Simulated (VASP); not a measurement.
Wanted: the native input for a VASP 6.6.1 run.

- Task: single point
- Functional: PBE
- Potentials or basis: VASP PAW PBE potentials, release 64 (Cd)
- Cutoff: 520 eV
- k mesh: 21 × 21 × 10
- Occupations: gaussian, width 0.1 eV
- Spin: no spin polarisation
- Dipole correction: no
- Further INCAR settings: ALGO = Fast; EDIFF = 1e-06; NBANDS = 19

The structure of Cd lies in POSCAR:

```
Cd
1.0
    2.8942550104      0.0000000000      0.0000000000
   -1.4471275052      2.5064983641      0.0000000000
    0.0000000000      0.0000000000      6.1747060478
Cd
2
Direct
    0.3333333333      0.6666666667      0.2500000000
    0.6666666667      0.3333333333      0.7500000000
```

This cell differs from its parent crystal: biaxial strain in the a-b plane: -4.0 %, then relaxed in part.

The input as run:

INCAR

```
ALGO     = Fast           # electronic algorithm
EDIFF    = 1E-6           # SCF threshold, eV
ENCUT    = 520            # plane-wave cutoff, eV
GGA      = PE             # functional
ISIF     = 2              # what is computed and relaxed
ISMEAR   = 0              # smearing method
LASPH    = T              # aspherical terms in the spheres
LCHARG   = F              # write CHGCAR
LREAL    = F              # projectors in reciprocal space
LWAVE    = F              # write WAVECAR
NBANDS   = 19             # bands
NELM     = 60             # most SCF steps
PREC     = Accurate       # precision mode
SIGMA    = 0.1            # smearing width, eV
```

KPOINTS

```
k-points
0
Gamma
  21 21 10
```

Potentials or basis: VASP PAW PBE potentials, release 64 (Cd).

The run is started by

```console
$ cat potpaw_PBE.64/Cd/POTCAR > POTCAR
$ mpirun -np 1 vasp_std > vasp.out
```

It gave:

```yaml
Pressure: 4.1 GPa
Band_gap_on_the_k_mesh: zero (bands 12 and 13 overlap by 4.91 eV)
```

Caveat: the cell differs from its parent crystal (biaxial strain in the a-b plane: -4.0 %, then relaxed in part); the cell stands under pressure.

Wall time 63 s on 1 thread of Intel(R) Xeon(R) 6975P-C (Granite Rapids), with other jobs on the host, peak memory 0.31 GiB.
